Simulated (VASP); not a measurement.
Set up this calculation in VASP 6.6.1, as the native input.

```
Task                   : single point
Functional             : PBE
Potentials or basis    : VASP PAW PBE potentials, release 64 (Li_sv, H)
Cutoff                 : 520 eV
k mesh                 : 3 × 3 × 3
Occupations            : gaussian, width 0.1 eV
Spin                   : no spin polarisation
Dipole correction      : no
Further INCAR settings : LREAL = Auto; ALGO = Normal; EDIFF = 1e-06; NBANDS = 38
```

The structure of Li16H (a cell with a defect) lies in POSCAR:

```
Li16H
1.0
    6.9800000000      0.0000000000      0.0000000000
    0.0000000000      6.9800000000      0.0000000000
    0.0000000000      0.0000000000      6.9800000000
Li H
16 1
Direct
    0.0306399713      0.0151684814      0.0001070201
    0.4576570201      0.0131244986      0.0001468481
    0.0052014327      0.4863657593      0.0000363897
   -0.0065816619     -0.0045032951      0.5000760745
    0.2504644699      0.2517626074      0.2630320917
    0.4998176218      0.5026585960      0.0000454155
    0.5046573066     -0.0142575931      0.5000773639
    0.7438156160      0.2389669054      0.2464385387
   -0.0267055874      0.4982888252      0.5000691977
    0.2444434097      0.7355265043      0.2655363897
    0.2504610315      0.2518087393      0.7369689112
    0.5184368195      0.5029061605      0.5000646132
    0.7526653295      0.7606904011      0.2310891117
    0.7438020057      0.2389396848      0.7536793696
    0.2444528653      0.7355863897      0.7345742120
    0.7526530086      0.7607434097      0.7690608883
    0.2393151862      0.1896126074     -0.0000166189
```

The input as run:

INCAR

```
SYSTEM = Li16H
PREC = Accurate
ENCUT = 520
EDIFF = 1E-6
ISMEAR = 0
SIGMA = 0.1
LREAL = Auto
LASPH = .True.
NELM = 80
ALGO = Normal
ISIF = 2
LWAVE = .False.
LCHARG = .False.
GGA = PE
NBANDS = 38
```

KPOINTS

```
Automatic mesh
0
Gamma
  3 3 3
  0 0 0
```

Potentials or basis: VASP PAW PBE potentials, release 64 (Li_sv, H).

Command:

```sh
$ cat potpaw_PBE.64/Li_sv/POTCAR potpaw_PBE.64/H/POTCAR > POTCAR
$ mpirun -np 1 vasp_std > vasp.out
```

Results of the run:

```
Largest force          : 0.032 eV/Å
Band gap on the k mesh : zero (an odd number of electrons rules out a gap without spin polarisation)
```

Run time: 4.7 min on 1 thread of Intel(R) Xeon(R) Platinum 8488C (Sapphire Rapids), on a shared host, peak memory 0.41 GiB.
